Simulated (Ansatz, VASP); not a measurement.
Rh in VASP and in Ansatz

File INCAR:

```
SYSTEM = Rh
PREC = Accurate ; ENCUT = 520
EDIFF = 1E-7 ; ISMEAR = 1
SIGMA = 0.1 ; LREAL = .False.
LASPH = .True. ; NELM = 100
ALGO = Normal ; ISIF = 2
LWAVE = .False. ; LCHARG = .True.
GGA = RE ; LELF = .True.
LVHAR = .True. ; NBANDS = 14
```

KPOINTS

```
regular mesh
0
Gamma
  13 13 13
  0 0 0
```

The input POSCAR:

```
Rh
1.0
    0.0000000000      1.8978500000      1.8978500000
    1.8978500000      0.0000000000      1.8978500000
    1.8978500000      1.8978500000      0.0000000000
Rh
1
Direct
    0.0000000000      0.0000000000      0.0000000000
```

Input for Ansatz:

```yaml
crystal:
  lattice:
    - [0.0, 1.89785, 1.89785]
    - [1.89785, 0.0, 1.89785]
    - [1.89785, 1.89785, 0.0]
  atoms:
    - { symbol: Rh, position: [0.0, 0.0, 0.0] }
kpoints:
  mp_grid:
    grid: [13, 13, 13]
    shift: [0.0, 0.0, 0.0]
hamiltonian:
  xc: revpbe
scf:
  max_iter: 200
  algorithm: density_mixing
  n_extra_bands: 2
  convergence:
    dr2_threshold: 1.0e-06
  occupations:
    method: methfessel_paxton
output:
  stress: true
```

Alike in both runs: task single point; functional revPBE; k mesh 13 × 13 × 13; no spin polarisation.

|  | VASP | Ansatz |
| --- | --- | --- |
| version | VASP 6.6.1 | Ansatz 0.2.0 |
| potentials or method | VASP PAW PBE potentials, release 64 (Rh_pv) | plane waves, PAW |
| plane-wave cutoff (eV) | 520 | 420 |
| occupations | methfessel-paxton of order 1, width 0.1 eV | methfessel-paxton of order 1 |
| valence electrons in the cell | 15 | 17 |

```csv
,VASP,Ansatz,Ansatz less VASP
pressure (GPa),11.0,10.8,-0.13
```

VASP's potentials were made for PBE, not for revPBE. VASP's potentials hold 15 valence electrons a cell and Ansatz's 17, so a difference there can come from the potentials and not from the codes. Ansatz's warnings: stress scf threshold loose.
